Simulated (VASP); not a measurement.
# SrCl2 (Fm-3m) in VASP: notebook

SrCl2 is run at these levels: PBE, r2SCAN; tasks: single point, relaxation of cell and atoms.

All numbers are computed with VASP 6.6.1; they aren't measurements. Logs are shortened: lines on timing, memory, paths and dates and some standing lists are left out, and cuts for length are marked.

### 1 The cell of the first run

It takes space group Fm-3m (No. 225, cubic). The conventional cell has a = 6.995 Å, b = 6.995 Å, c = 6.995 Å, α = 90.00°, β = 90.00°, γ = 90.00°. Sr (site symmetry m-3m) has 8 Cl at 3.03 Å within 4.0 Å. Cl (site symmetry -43m) has 4 Sr at 3.03 Å and 6 Cl at 3.50 Å within 4.0 Å.

### 2 Single point, PBE

INCAR

```
SYSTEM = SrCl2
PREC = Accurate
ENCUT = 520
EDIFF = 1E-7
ISMEAR = 0
SIGMA = 0.01
LREAL = .False.
LASPH = .True.
NELM = 60
ALGO = Normal
ISIF = 2
LWAVE = .False.
LCHARG = .False.
GGA = PE
NBANDS = 19
```

KPOINTS

```
Automatic mesh
0
Gamma
  4 4 4
  0 0 0
```

POSCAR

```
SrCl2
1.0
    0.0000000000      3.4977180848      3.4977180848
    3.4977180848      0.0000000000      3.4977180848
    3.4977180848      3.4977180848      0.0000000000
Sr Cl
1 2
Direct
    0.0000000000      0.0000000000      0.0000000000
    0.2500000000      0.2500000000      0.2500000000
    0.7500000000      0.7500000000      0.7500000000
```

Potentials or basis: VASP PAW PBE potentials, release 64 (Sr_sv, Cl).

Started as:

```console
$ cat potpaw_PBE.64/Sr_sv/POTCAR potpaw_PBE.64/Cl/POTCAR > POTCAR
$ mpirun -np 1 vasp_std > vasp.out
```

OUTCAR:

```text
SYSTEM = SrCl2
   PREC = Accurate
   ENCUT = 520
   EDIFF = 1E-7
   ISMEAR = 0
   LREAL = .False.
   LASPH = .True.
   NELM = 60
   ISIF = 2
   GGA = PE

 ion  position               nearest neighbor table
   1  0.000  0.000  0.000-   3 3.03   3 3.03   3 3.03   2 3.03   3 3.03   2 3.03   2 3.03   2 3.03

   2  0.250  0.250  0.250-   1 3.03   1 3.03   1 3.03   1 3.03
   3  0.750  0.750  0.750-   1 3.03   1 3.03   1 3.03   1 3.03

  LATTYP: Found a face centered cubic cell.
 ALAT       =     6.9954361696

  Lattice vectors:

 A1 = (   0.0000000000,   3.4977180848,   3.4977180848)
 A2 = (   3.4977180848,   0.0000000000,   3.4977180848)
 A3 = (   3.4977180848,   3.4977180848,   0.0000000000)

Analysis of symmetry for initial positions (statically):
=====================================================================
 Subroutine PRICEL returns:
 Original cell was already a primitive cell.

 Routine SETGRP: Setting up the symmetry group for a
 face centered cubic supercell.

 Subroutine GETGRP returns: Found 48 space group operations
 (whereof 48 operations were pure point group operations)
 out of a pool of 48 trial point group operations.

The static configuration has the point symmetry O_h .

Analysis of symmetry for dynamics (positions and initial velocities):
=====================================================================
 Subroutine PRICEL returns:
 Original cell was already a primitive cell.

 Routine SETGRP: Setting up the symmetry group for a
 face centered cubic supercell.

 Subroutine GETGRP returns: Found 48 space group operations
 (whereof 48 operations were pure point group operations)
 out of a pool of 48 trial point group operations.

The dynamic configuration has the point symmetry O_h .

 Subroutine INISYM returns: Found 48 space group operations
 (whereof 48 operations are pure point group operations),
 and found     1 'primitive' translations

----------------------------------------------------------------------------------------

                                     Primitive cell

  volume of cell :      85.5824

  direct lattice vectors                    reciprocal lattice vectors
     0.000000000  3.497718085  3.497718085    -0.142950343  0.142950343  0.142950343
     3.497718085  0.000000000  3.497718085     0.142950343 -0.142950343  0.142950343
     3.497718085  3.497718085  0.000000000     0.142950343  0.142950343 -0.142950343

  length of vectors
     4.946520353  4.946520353  4.946520353     0.247597257  0.247597257  0.247597257

  position of ions in fractional coordinates (direct lattice)
     0.000000000  0.000000000  0.000000000
     0.250000000  0.250000000  0.250000000
     0.750000000  0.750000000  0.750000000

  ion indices of the primitive-cell ions
   primitive index   ion index
                 1           1
                 2           2
                 3           3

----------------------------------------------------------------------------------------

 KPOINTS: Automatic mesh

Automatic generation of k-mesh.
 Grid dimensions read from file:
 generate k-points for:    4    4    4

 Generating k-lattice:

  Cartesian coordinates                     Fractional coordinates (reciprocal lattice)
    -0.035737586  0.035737586  0.035737586     0.250000000  0.000000000  0.000000000
     0.035737586 -0.035737586  0.035737586     0.000000000  0.250000000  0.000000000
     0.035737586  0.035737586 -0.035737586     0.000000000  0.000000000  0.250000000

  Length of vectors
     0.061899314  0.061899314  0.061899314

  Shift w.r.t. Gamma in fractional coordinates (k-lattice)
     0.000000000  0.000000000  0.000000000

 Subroutine IBZKPT returns following result:
 ===========================================

 Found      8 irreducible k-points:

 Following reciprocal coordinates:
            Coordinates               Weight
  0.000000  0.000000  0.000000      1.000000
  0.250000  0.000000  0.000000      8.000000
  0.500000  0.000000  0.000000      4.000000
  0.250000  0.250000  0.000000      6.000000
  0.500000  0.250000  0.000000     24.000000
 -0.250000  0.250000  0.000000     12.000000
  0.500000  0.500000  0.000000      3.000000
 -0.250000  0.500000  0.250000      6.000000
   k-points           NKPTS =      8   k-points in BZ     NKDIM =      8   number of bands    NBANDS=     19
   number of dos      NEDOS =    301   number of ions     NIONS =      3
   total plane-waves  NPLWV =  64000
   dimension x,y,z NGX =    40 NGY =   40 NGZ =   40
   dimension x,y,z NGXF=    80 NGYF=   80 NGZF=   80
   ions per type =               1   2
   NGX,Y,Z   is equivalent  to a cutoff of  13.44, 13.44, 13.44 a.u.
   NGXF,Y,Z  is equivalent  to a cutoff of  26.89, 26.89, 26.89 a.u.
 SYSTEM =  SrCl2
   PREC   = accura    normal or accurate (medium, high low for compatibility)
   ISTART =      0    job   : 0-new  1-cont  2-samecut
   ICHARG =      2    charge: 1-file 2-atom 10-const
   ISPIN  =      1    spin polarized calculation?
[... 36 lines left out ...]
 non-spin polarized calculation
 Gauss-broadening in eV      SIGMA  =   0.01
  energy-cutoff  :      520.00
  volume of cell :       85.58
 maximum number of plane-waves:      2332
 NGX is ok and might be reduce to    40
   NGX = 19   NGY = 19   NGZ = 19

 number of electron      24.0000002 magnetization

 Free energy of the ion-electron system (eV)
  ---------------------------------------------------
  ext. energy  EPLUGINS =         0.00000000
  ---------------------------------------------------
  free energy    TOTEN  =       -12.78644160 eV

  energy without entropy =      -12.78644160  energy(sigma->0) =      -12.78644160

 E-fermi :   0.1596     XC(G=0):  -8.2483

 val. band max:        0.1001109561   @ k =   0.5000   0.5000   0.0000
 cond. band min:       5.4071262761   @ k =   0.0000   0.0000   0.0000
 fundamental gap:      5.3070153200
 Fermi energy:         0.1595849511

 k-point     1 :       0.0000    0.0000    0.0000
  band No.  band energies     occupation
      1     -32.8135      2.00000
      2     -14.8017      2.00000
      3     -14.8017      2.00000
      4     -14.8017      2.00000
      5     -13.1803      2.00000
      6     -12.3467      2.00000
[... 11 lines left out ...]
     18       9.1219      0.00000
     19       9.3660      0.00000

 k-point     2 :       0.2500    0.0000    0.0000
  band No.  band energies     occupation
      1     -32.8120      2.00000
      2     -14.9544      2.00000
      3     -14.8083      2.00000
      4     -14.8083      2.00000
      5     -12.9142      2.00000
      6     -12.4454      2.00000
[... 11 lines left out ...]
     18       8.6991      0.00000
     19       9.6684      0.00000

 k-point     3 :       0.5000    0.0000    0.0000
  band No.  band energies     occupation
      1     -32.8105      2.00000
      2     -15.0712      2.00000
      3     -14.8149      2.00000
      4     -14.8149      2.00000
      5     -12.7888      2.00000
      6     -12.4273      2.00000
[... 11 lines left out ...]
     18       8.6829      0.00000
     19       8.8229      0.00000

 k-point     4 :       0.2500    0.2500    0.0000
  band No.  band energies     occupation
      1     -32.8115      2.00000
      2     -14.9893      2.00000
      3     -14.8174      2.00000
      4     -14.8174      2.00000
      5     -12.8001      2.00000
      6     -12.5000      2.00000
[... 11 lines left out ...]
     18       8.5246      0.00000
     19       9.1512      0.00000

 k-point     5 :       0.5000    0.2500    0.0000
  band No.  band energies     occupation
      1     -32.8100      2.00000
      2     -15.0503      2.00000
      3     -14.8874      2.00000
      4     -14.8240      2.00000
      5     -12.6333      2.00000
      6     -12.5070      2.00000
[... 11 lines left out ...]
     18       8.9689      0.00000
     19       9.7226      0.00000

 k-point     6 :      -0.2500    0.2500    0.0000
  band No.  band energies     occupation
      1     -32.8105      2.00000
      2     -14.9992      2.00000
      3     -14.9048      2.00000
      4     -14.8149      2.00000
      5     -12.6740      2.00000
      6     -12.5196      2.00000
[... 11 lines left out ...]
     18       8.6004      0.00000
     19       9.9590      0.00000

 k-point     7 :       0.5000    0.5000    0.0000
  band No.  band energies     occupation
      1     -32.8095      2.00000
      2     -15.1299      2.00000
      3     -14.8332      2.00000
      4     -14.8332      2.00000
      5     -12.6432      2.00000
      6     -12.4485      2.00000
[... 11 lines left out ...]
     18       8.7310      0.00000
     19       9.9526      0.00000

 k-point     8 :      -0.2500    0.5000    0.2500
  band No.  band energies     occupation
      1     -32.8095      2.00000
      2     -14.9895      2.00000
      3     -14.9895      2.00000
      4     -14.8335      2.00000
      5     -12.5381      2.00000
      6     -12.5381      2.00000
[... 11 lines left out ...]
     18       9.5331      0.00000
     19      10.7105      0.00000

------------------------ aborting loop because EDIFF is reached ----------------------------------------

  FORCE on cell =-STRESS in cart. coord.  units (eV):
  Direction    XX          YY          ZZ          XY          YZ          ZX
  --------------------------------------------------------------------------------------
  -------------------------------------------------------------------------------------
  Total        0.4126215      0.4126215      0.4126215      0.0000000      0.0000000     -0.0000000
  in kB        7.7246358      7.7246358      7.7246358      0.0000000      0.0000000     -0.0000000
  external PRESSURE =       7.7246358 kB  Pullay stress =       0.0000000 kB

 VOLUME and BASIS-vectors are now :
 -----------------------------------------------------------------------------
  energy-cutoff  :      520.00
  volume of cell :       85.58
      direct lattice vectors                 reciprocal lattice vectors
     0.000000000  3.497718085  3.497718085    -0.142950343  0.142950343  0.142950343
     3.497718085  0.000000000  3.497718085     0.142950343 -0.142950343  0.142950343
     3.497718085  3.497718085  0.000000000     0.142950343  0.142950343 -0.142950343

 POSITION                                       TOTAL-FORCE (eV/Angst)
 -----------------------------------------------------------------------------------
      0.00000      0.00000      0.00000         0.000000      0.000000      0.000000
      1.74886      1.74886      1.74886        -0.000000      0.000000      0.000000
      5.24658      5.24658      5.24658         0.000000     -0.000000     -0.000000
 -----------------------------------------------------------------------------------
    total drift:                               -0.000000     -0.000000      0.000000

  FREE ENERGIE OF THE ION-ELECTRON SYSTEM (eV)
  ---------------------------------------------------
  free  energy   TOTEN  =       -12.7864415966 eV

  energy  without entropy=      -12.7864415966  energy(sigma->0) =      -12.78644160
```

Wall time 9.1 s (1 thread of Intel Xeon 6975P-C (Granite Rapids), shared host); peak memory 0.23 GiB.

Results:

| Item | Value |
| --- | --- |
| Free energy | -12.7864 eV |
| Pressure | 0.8 GPa |
| Band gap on the k mesh | 5.31 eV (least direct gap 5.51 eV) |

Levels at points of the mesh, in eV from the valence-band top:
| k point | band 9 | band 10 | band 11 | band 12 | band 13 | band 14 | band 15 | band 16 |
| --- | --- | --- | --- | --- | --- | --- | --- | --- |
| (0.00, 0.00, 0.00) | -2.10 | -0.33 | -0.33 | -0.33 | 5.31 | 6.10 | 6.10 | 9.02 |
| (0.50, 0.00, 0.00) | -1.48 | -1.30 | -1.04 | -1.04 | 6.70 | 6.70 | 7.48 | 7.86 |
| (0.50, 0.50, 0.00) | -1.86 | -0.40 | -0.40 | 0.00 | 5.51 | 7.02 | 7.58 | 7.98 |

Caveat: the structure was generated, so it needn't be the stable form of SrCl2.

### 3 Single point, PBE

INCAR

```
PREC = Accurate ; ENCUT = 520
EDIFF = 1E-6 ; ISMEAR = -1
SIGMA = 0.02 ; LREAL = False
LASPH = True ; NELM = 60
ALGO = Normal ; ISIF = 2
LWAVE = False ; LCHARG = True
GGA = PE ; LELF = True
LVHAR = True ; NBANDS = 19
```

KPOINTS

```
Automatic mesh
0
Gamma
  6 6 6
```

POSCAR is that of step 2.

Potentials or basis: VASP PAW PBE potentials, release 64 (Sr_sv, Cl).

Started as:

```console
$ cat potpaw_PBE.64/Sr_sv/POTCAR potpaw_PBE.64/Cl/POTCAR > POTCAR
$ mpirun -np 1 vasp_std > vasp.out
```

Run time: 17 s. Hardware: 1 thread of Intel Xeon 6975P-C (Granite Rapids), shared host; peak memory 0.23 GiB.

Results (log left out):

| Property | Result |
| --- | --- |
| Free energy | -12.7865 eV |
| Pressure | 0.8 GPa |
| Band gap on the k mesh | 5.31 eV (least direct gap 5.51 eV) |

Levels at points of the mesh, in eV from the valence-band top:
| k point | band 9 | band 10 | band 11 | band 12 | band 13 | band 14 | band 15 | band 16 |
| --- | --- | --- | --- | --- | --- | --- | --- | --- |
| (0.00, 0.00, 0.00) | -2.10 | -0.33 | -0.33 | -0.33 | 5.31 | 6.10 | 6.10 | 9.02 |
| (0.50, 0.00, 0.00) | -1.48 | -1.30 | -1.04 | -1.04 | 6.70 | 6.70 | 7.48 | 7.86 |
| (0.50, 0.50, 0.00) | -1.86 | -0.40 | -0.40 | 0.00 | 5.51 | 7.02 | 7.58 | 7.98 |

Caveat: the structure was generated, so it needn't be the stable form of SrCl2. A k mesh can miss the band edges.

### 4 Single point, r2SCAN

POSCAR is that of step 3.

INCAR.step1

```
SYSTEM = SrCl2
ALGO = Normal ; EDIFF = 1E-4
ENCUT = 520 ; GGA = PE
ISMEAR = -1 ; LASPH = .TRUE.
LCHARG = .FALSE. ; LREAL = .FALSE.
LWAVE = .TRUE. ; NBANDS = 19
NELM = 60 ; PREC = Accurate
SIGMA = 0.02
```

INCAR.step2

```
SYSTEM = SrCl2
ALGO = Normal ; EDIFF = 1E-6
ENCUT = 520 ; ISIF = 2
ISMEAR = -1 ; ISTART = 1
LASPH = .TRUE. ; LCHARG = .FALSE.
LMIXTAU = .TRUE. ; LREAL = .FALSE.
LWAVE = .FALSE. ; METAGGA = R2SCAN
NBANDS = 19 ; NELM = 60
PREC = Accurate ; SIGMA = 0.02
```

KPOINTS

```
k-points
0
G
  6 6 6
  0 0 0
```

Started as:

```console
$ cat potpaw_PBE.64/Sr_sv/POTCAR potpaw_PBE.64/Cl/POTCAR > POTCAR
$ cp INCAR.step1 INCAR
$ mpirun -np 1 vasp_std > vasp.out
$ cp INCAR.step2 INCAR
$ mpirun -np 1 vasp_std > vasp.out
```

Wall time 52 s (1 thread of Intel Xeon 6975P-C (Granite Rapids), shared host); peak memory 0.26 GiB.

It converged, with:

```
Free energy            : -35.6970 eV
Pressure               : 0.0 GPa
Band gap on the k mesh : 5.94 eV (least direct gap 5.99 eV)
```

Levels at points of the mesh, in eV from the valence-band top:
```tsv
k point	band 9	band 10	band 11	band 12	band 13	band 14	band 15	band 16
(0.00, 0.00, 0.00)	-2.12	-0.35	-0.35	-0.35	5.94	6.69	6.69	9.61
(0.50, 0.00, 0.00)	-1.47	-1.33	-1.06	-1.06	7.29	7.29	8.22	8.23
(0.50, 0.50, 0.00)	-1.90	-0.39	-0.39	0.00	5.99	7.77	8.20	8.68
```

Caveat: the structure was generated, so it needn't be the stable form of SrCl2; the PAW data sets were made with another functional, which shifts forces and pressure a little.

### 5 Relaxation of cell and atoms, r2SCAN

This run uses another cell than the first one, of 29.09 Å³/atom.

POSCAR

```
SrCl2
1.0
    0.0000000000      3.5205221716      3.5205221716
    3.5205221716      0.0000000000      3.5205221716
    3.5205221716      3.5205221716      0.0000000000
Sr Cl
1 2
Direct
    0.0000000000      0.0000000000      0.0000000000
    0.2500000000      0.2500000000      0.2500000000
    0.7500000000      0.7500000000      0.7500000000
```

INCAR.step1

```
  PREC = Accurate
  ENCUT = 600
  ISMEAR = -1
  SIGMA = 0.02
  LREAL = False
  LASPH = True
  NELM = 100
  GGA = PE
  ALGO = Normal
  EDIFF = 1E-4
  LWAVE = True
  LCHARG = False
```

INCAR.step2

```
  PREC = Accurate
  ENCUT = 600
  EDIFF = 1E-6
  ISMEAR = -1
  SIGMA = 0.02
  LREAL = False
  LASPH = True
  NELM = 100
  ALGO = Normal
  ISIF = 3
  LWAVE = False
  LCHARG = False
  METAGGA = R2SCAN
  LMIXTAU = True
  IBRION = 2
  NSW = 80
  EDIFFG = -0.005
  ISTART = 1
```

KPOINTS

```
regular mesh
0
Gamma
  6 6 6
```

Started as:

```console
$ cat potpaw_PBE.64/Sr_sv/POTCAR potpaw_PBE.64/Cl/POTCAR > POTCAR
$ cp INCAR.step1 INCAR
$ mpirun -np 1 vasp_std > vasp.out
$ cp INCAR.step2 INCAR
$ mpirun -np 1 vasp_std > vasp.out
```

It took 92 s on 1 thread of Intel Xeon 6975P-C (Granite Rapids), shared host; peak memory 0.26 GiB.

It converged, with:

* Free energy: -35.6992 eV
* Relaxed volume: 28.60 Å³/atom
* Relaxed cell: a = 4.951 Å, b = 4.951 Å, c = 4.951 Å, α = 60.00°, β = 60.00°, γ = 60.00°
* Space group after relaxing (to 0.1 Å): Fm-3m (No. 225)
* Energy gained by relaxing: 1.0 meV/atom
* Ionic steps: 2
* Pressure after relaxing: 0.0 GPa
* Band gap on the k mesh: 5.93 eV (least direct gap 6.00 eV)

The path:
| step | energy change (eV) | largest force (eV/Å) | pressure (GPa) | volume (Å³) |
| --- | --- | --- | --- | --- |
| 1 | 0.0000 | 0.0000 | -0.64 | 87.27 |
| 2 | -0.0031 | 0.0000 | -0.03 | 85.81 |

Final structure:
```
Sr Cl
1.0
     0.00000    3.50081    3.50081
     3.50081    0.00000    3.50081
     3.50081    3.50081    0.00000
Sr Cl
1 2
Direct
  0.00000 0.00000 0.00000
  0.25000 0.25000 0.25000
  0.75000 0.75000 0.75000
```

Levels at points of the mesh, in eV from the valence-band top:
| k point | band 9 | band 10 | band 11 | band 12 | band 13 | band 14 | band 15 | band 16 |
| --- | --- | --- | --- | --- | --- | --- | --- | --- |
| (0.00, 0.00, 0.00) | -2.11 | -0.34 | -0.34 | -0.34 | 5.93 | 6.69 | 6.69 | 9.61 |
| (0.50, 0.00, 0.00) | -1.46 | -1.33 | -1.05 | -1.05 | 7.28 | 7.28 | 8.22 | 8.22 |
| (0.50, 0.50, 0.00) | -1.89 | -0.39 | -0.39 | 0.00 | 6.00 | 7.76 | 8.19 | 8.68 |

Caveat: the structure was generated, so it needn't be the stable form of SrCl2; the PAW data sets were made with another functional, which shifts forces and pressure a little. A k mesh can miss the band edges.

### 6 Summary

| task | level | cell | k mesh | cutoff (eV) | smearing | gap on the mesh (eV) | pressure (GPa) |
| --- | --- | --- | --- | --- | --- | --- | --- |
| single point | PBE | a = 4.947 Å, angles 60.0°, 3 atoms | 4 × 4 × 4 | 520 | gaussian 0.01 eV | 5.31 | 0.8 |
| single point | PBE | a = 4.947 Å, angles 60.0°, 3 atoms | 6 × 6 × 6 | 520 | fermi-dirac 0.02 eV | 5.31 | 0.8 |
| single point | r2SCAN | a = 4.947 Å, angles 60.0°, 3 atoms | 6 × 6 × 6 | 520 | fermi-dirac 0.02 eV | 5.94 | 0.0 |
| relaxation of cell and atoms | r2SCAN | relaxed from a = 4.979 Å, angles 60.0°, 3 atoms | 6 × 6 × 6 | 600 | fermi-dirac 0.02 eV | 5.93 | 0.0 |

Alike in all rows: potentials or basis VASP PAW PBE potentials, release 64 (Sr_sv, Cl); no spin polarisation.

On the cell as given the gap runs from 5.31 eV (PBE) to 5.94 eV (r2SCAN); the meshes differ, which moves gaps too. The pressure there spans 0.0 GPa (r2SCAN) to 0.8 GPa (PBE); a positive pressure means that this level wants a larger cell, a negative one a smaller.

Caveats: the structure was generated, so it needn't be the stable form of SrCl2; the PAW data sets were made with another functional, which shifts forces and pressure a little (at least some runs).

Absolute energies hang on the potentials; compare differences alone.
